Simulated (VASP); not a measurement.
Write the native input for VASP 6.6.1 that does the following.

* Task: relaxation of the atoms
* Functional: PBE
* Potentials or basis: VASP PAW PBE potentials, release 64 (Y_sv)
* Cutoff: 520 eV
* k mesh: 9 × 9 × 5
* Occupations: fermi-dirac, width 0.05 eV
* Spin: no spin polarisation
* Dipole correction: no
* Further INCAR settings: ALGO = Normal; EDIFF = 1e-06; IBRION = 2; EDIFFG = -0.02; NSW = 80

The structure of Y lies in POSCAR:

```
Y
1.0
    3.6514992371      0.0000000000      0.0000000000
   -1.8257496185      3.1622911012      0.0000000000
    0.0000000000      0.0000000000      5.7474000000
Y
2
Direct
    0.3333333333      0.6666666667      0.2500000000
    0.6666666667      0.3333333333      0.7500000000
```

These files were run (other wordings do the same):

INCAR

```
  PREC = Accurate
  ENCUT = 520
  EDIFF = 1E-6
  ISMEAR = -1
  SIGMA = 0.05
  LREAL = F
  LASPH = T
  NELM = 60
  ALGO = Normal
  ISIF = 2
  LWAVE = F
  LCHARG = F
  GGA = PE
  IBRION = 2
  NSW = 80
  EDIFFG = -0.02
```

KPOINTS

```
regular mesh
0
Gamma
  9 9 5
```

Potentials or basis: VASP PAW PBE potentials, release 64 (Y_sv).

Command:

```sh
$ cat potpaw_PBE.64/Y_sv/POTCAR > POTCAR
$ mpirun -np 1 vasp_std > vasp.out
```

It gave:

```yaml
Pressure_after_relaxing: -0.5 GPa
Band_gap_on_the_k_mesh: zero (bands 11 and 12 overlap by 1.28 eV)
```

Caveat: the relaxation stopped at its first step, so nothing moved.

It took 24 s on 1 thread of Intel(R) Xeon(R) Platinum 8488C (Sapphire Rapids) (shared host), peak memory 0.21 GiB.
